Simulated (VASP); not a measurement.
Write the native input for VASP 6.6.1 that does the following.

```yaml
Task: single point
Functional: PBE
Potentials_or_basis: VASP PAW PBE potentials, release 64 (Pb_d, S)
Cutoff: 520 eV
k_mesh: 10 × 10 × 10
Occupations: gaussian, width 0.03 eV
Spin: no spin polarisation
Dipole_correction: no
Further_INCAR_settings: ALGO = Normal; EDIFF = 1e-06; NBANDS = 17
```

The structure of PbS lies in POSCAR:

```
PbS
1.0
    0.0000000000      3.0094750000      3.0539500000
    3.0094750000      0.0000000000      3.0539500000
    3.0094750000      3.0094750000      0.0000000000
Pb S
1 1
Direct
    0.0000000000      0.0000000000      0.0000000000
    0.5000000000      0.5000000000      0.5000000000
```

This cell differs from its parent crystal: strain +0.015 along x and y, +0.030 along z.

One way to write it, as run:

INCAR

```
PREC = Accurate
ENCUT = 520
EDIFF = 1E-6
ISMEAR = 0
SIGMA = 0.03
LREAL = F
LASPH = T
NELM = 60
ALGO = Normal
ISIF = 2
LWAVE = F
LCHARG = T
GGA = PE
LELF = T
LVHAR = T
NBANDS = 17
```

KPOINTS

```
regular mesh
0
Gamma
  10 10 10
```

Potentials or basis: VASP PAW PBE potentials, release 64 (Pb_d, S).

Run with:

```console
$ cat potpaw_PBE.64/Pb_d/POTCAR potpaw_PBE.64/S/POTCAR > POTCAR
$ mpirun -np 1 vasp_std > vasp.out
```

Results of the run:

* Pressure: -1.0 GPa
* Band gap on the k mesh: 0.56 eV, direct

Caveat: the cell differs from its parent crystal (strain +0.015 along x and y, +0.030 along z); spin-orbit coupling is left out, which moves the levels of the heavy elements.

It took 59 s on 1 thread of AMD EPYC 9R45 (Zen 5), on a shared host, peak memory 0.2 GiB.
